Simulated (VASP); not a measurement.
# Pt (R-3m) in VASP: single point with PBE

Aim: the single point of Pt with PBE.

Program: VASP 6.6.1. These are calculated values, not measurements. Logs are shortened: lines on timing, memory, paths and dates and some standing lists are left out, and cuts for length are marked.

**1. The cell of the first run**

Symmetry: R-3m, No. 166, trigonal system. Conventional cell: a = 4.367 Å, b = 4.367 Å, c = 2.888 Å, α = 90.00°, β = 90.00°, γ = 120.00°. Within 3.6 Å of Pt (site symmetry -3m) lie 14 Pt at 2.70 to 3.17 Å.

**2. Single point, PBE**

The input, INCAR:

```
SYSTEM = Pt
PREC = Accurate
ENCUT = 520
EDIFF = 1E-7
ISMEAR = 0
SIGMA = 0.15
LREAL = .FALSE.
LASPH = .TRUE.
NELM = 60
ALGO = Fast
ISIF = 2
LWAVE = .FALSE.
LCHARG = .TRUE.
GGA = PE
LELF = .TRUE.
LVHAR = .TRUE.
NBANDS = 11
```

The input, KPOINTS:

```
regular mesh
0
G
  24 24 24
  0 0 0
```

The input, POSCAR:

```
Pt
1.0
   -1.5029199059      1.5852716816      1.5852716816
    1.5852716816     -1.5029199059      1.5852716816
    1.5852716816      1.5852716816     -1.5029199059
Pt
1
Direct
    0.0000000000      0.0000000000      0.0000000000
```

Potentials or basis: VASP PAW PBE potentials, release 64 (Pt).

Started as:

```console
> cat potpaw_PBE.64/Pt/POTCAR > POTCAR
> mpirun -np 1 vasp_std > vasp.out
```

OUTCAR:

```text
SYSTEM = Pt
   PREC = Accurate
   ENCUT = 520
   EDIFF = 1E-7
   ISMEAR = 0
   LREAL = .FALSE.
   LASPH = .TRUE.
   NELM = 60
   ISIF = 2
   GGA = PE

 ion  position               nearest neighbor table
   1  0.000  0.000  0.000-

  LATTYP: Found a trigonal (rhomboedric) cell.
 ALAT       =     2.6990629582
 COS(alpha) =    -0.3091289928

  Lattice vectors:

 A1 = (  -1.5029199059,   1.5852716816,   1.5852716816)
 A2 = (   1.5852716816,  -1.5029199059,   1.5852716816)
 A3 = (   1.5852716816,   1.5852716816,  -1.5029199059)

Analysis of symmetry for initial positions (statically):
=====================================================================
 Subroutine PRICEL returns:
 Original cell was already a primitive cell.

 Routine SETGRP: Setting up the symmetry group for a
 trigonal (rhombohedral) supercell.

 Subroutine GETGRP returns: Found 12 space group operations
 (whereof 12 operations were pure point group operations)
 out of a pool of 12 trial point group operations.

The static configuration has the point symmetry D_3d.

Analysis of symmetry for dynamics (positions and initial velocities):
=====================================================================
 Subroutine PRICEL returns:
 Original cell was already a primitive cell.

 Routine SETGRP: Setting up the symmetry group for a
 trigonal (rhombohedral) supercell.

 Subroutine GETGRP returns: Found 12 space group operations
 (whereof 12 operations were pure point group operations)
 out of a pool of 12 trial point group operations.

The dynamic configuration has the point symmetry D_3d.

 Subroutine INISYM returns: Found 12 space group operations
 (whereof 12 operations are pure point group operations),
 and found     1 'primitive' translations

----------------------------------------------------------------------------------------

                                     Primitive cell

  volume of cell :      15.9040

  direct lattice vectors                    reciprocal lattice vectors
    -1.502919906  1.585271682  1.585271682    -0.015990820  0.307823287  0.307823287
     1.585271682 -1.502919906  1.585271682     0.307823287 -0.015990820  0.307823287
     1.585271682  1.585271682 -1.502919906     0.307823287  0.307823287 -0.015990820

  length of vectors
     2.699062958  2.699062958  2.699062958     0.435621462  0.435621462  0.435621462

[... 77 lines left out ...]
   NELM   =     60;   NELMIN=  2; NELMDL= -5     # of ELM steps
   EDIFF  = 0.1E-06   stopping-criterion for ELM
   LREAL  =      F    real-space projection
   EDIFFG = 0.1E-05   stopping-criterion for IOM
   NSW    =      0    number of steps for IOM
   IBRION =     -1    ionic relax: 0-MD 1-quasi-New 2-CG
   NFREE  =      0    steps in history (QN), initial steepest desc. (CG)
   ISIF   =      2    stress and relaxation
   ISYM   =      2    0-nonsym 1-usesym 2-fastsym
   POTIM  = 0.5000    time-step for ionic-motion
   TEBEG  =    0.0;   TEEND  =   0.0 temperature during run
   PSTRESS=    0.0 pullay stress
   NELECT =      10.0000    total number of electrons
   NUPDOWN=      -1.0000    fix difference up-down
   EMIN   =  10.00;   EMAX   =-10.00  energy-range for DOS
   EFERMI =   0.00;   METHOD = LEGACY
   ISMEAR =     0;   SIGMA  =   0.15  broadening in eV -4-tet -1-fermi 0-gaus
   EFERMI_NEDOS =   21; number of points for ismear=-14 and -15
   IALGO  =     68    algorithm
   IMIX   =      4    mixing-type and parameters
     AMIX     =   0.40;   BMIX     =  1.00
     AMIX_MAG =   1.60;   BMIX_MAG =  1.00
  volume/ion in A,a.u.               =      15.90       107.33
  Fermi-wavevector in a.u.,A,eV,Ry     =   1.402510  2.650360 26.763132  1.967035
  Thomas-Fermi vector in A             =   2.525265
   LORBIT       =      0    0 simple, 1 ext, 2 COOP (PROOUT), +10 PAW based schemes
   GGA     = PE    functional components
   LHFCALC =     F    Hartree Fock is set to
   AEXX    =    0.0000 exact exchange contribution
   IVDW    =     0    specifies the selected vdW correction
   LEPSILON=     F    determine dielectric tensor
   LRPA    =     F    only Hartree local field effects (RPA)
 non-spin polarized calculation
 RMM-DIIS sequential band-by-band and
 Gauss-broadening in eV      SIGMA  =   0.15
  energy-cutoff  :      520.00
  volume of cell :       15.90
 maximum number of plane-waves:       448
   NGX =  9   NGY =  9   NGZ =  9

 number of electron      10.0000001 magnetization

 Free energy of the ion-electron system (eV)
  ---------------------------------------------------
  ext. energy  EPLUGINS =         0.00000000
  ---------------------------------------------------
  free energy    TOTEN  =        -5.96074219 eV

  energy without entropy =       -5.94870942  energy(sigma->0) =       -5.95472580

 E-fermi :  10.0750     XC(G=0): -13.1579

 val. band max:       10.0745970047   @ k =  -0.1250  -0.2917   0.0417
 cond. band min:      10.0784793406   @ k =  -0.1667   0.3333   0.1250
 fundamental gap:      0.0038823360
 Fermi energy:        10.0750493191

 k-point     1 :       0.0000    0.0000    0.0000
  band No.  band energies     occupation
      1       0.6549      2.00000
      2       6.2234      2.00000
      3       6.2234      2.00000
      4       7.3515      2.00000
      5       9.1855      2.00000
      6       9.1855      2.00000
      7      26.7047      0.00000
      8      26.7047      0.00000
      9      28.1057      0.00000
     10      35.9048      0.00000
     11      37.1125      0.00000
[... 309 lines left out ...]
 k-point    24 :       0.4583    0.0417    0.0000
  band No.  band energies     occupation
      1       3.5464      2.00000
      2       5.0846      2.00000
      3       9.0890      2.00000
      4       9.2780      2.00000
      5      10.0359      1.28768
      6      11.0935      0.00000
      7      15.9725      0.00000
      8      23.7490      0.00000
      9      26.1713      0.00000
     10      34.9245      0.00000
     11      34.9907      0.00000

 [... further k-points ...]
[... 5 lines left out ...]
  --------------------------------------------------------------------------------------
  -------------------------------------------------------------------------------------
  Total        0.0420970      0.0420970      0.0420970     -0.5315143     -0.5315143     -0.5315143
  in kB        4.2408752      4.2408752      4.2408752    -53.5450155    -53.5450155    -53.5450155
  external PRESSURE =       4.2408752 kB  Pullay stress =       0.0000000 kB

 VOLUME and BASIS-vectors are now :
 -----------------------------------------------------------------------------
  energy-cutoff  :      520.00
  volume of cell :       15.90
      direct lattice vectors                 reciprocal lattice vectors
    -1.502919906  1.585271682  1.585271682    -0.015990820  0.307823287  0.307823287
     1.585271682 -1.502919906  1.585271682     0.307823287 -0.015990820  0.307823287
     1.585271682  1.585271682 -1.502919906     0.307823287  0.307823287 -0.015990820

 POSITION                                       TOTAL-FORCE (eV/Angst)
 -----------------------------------------------------------------------------------
      0.00000      0.00000      0.00000        -0.000000     -0.000000      0.000000
 -----------------------------------------------------------------------------------
    total drift:                                0.000000      0.000000      0.000000

  FREE ENERGIE OF THE ION-ELECTRON SYSTEM (eV)
  ---------------------------------------------------
  free  energy   TOTEN  =        -5.9607421861 eV

  energy  without entropy=       -5.9487094190  energy(sigma->0) =       -5.95472580
```

Wall time 2.1 min (1 thread of Intel Xeon 6975P-C, shared host); peak memory 0.33 GiB.

What came out:

```
Free energy            : -5.9607 eV
Pressure               : 0.4 GPa
Band gap on the k mesh : zero (band 5 reaches 11.30 eV, above the bottom of band 6 at 9.03 eV)
```

Caveat: spin-orbit coupling is left out, which moves the levels of the heavy elements.
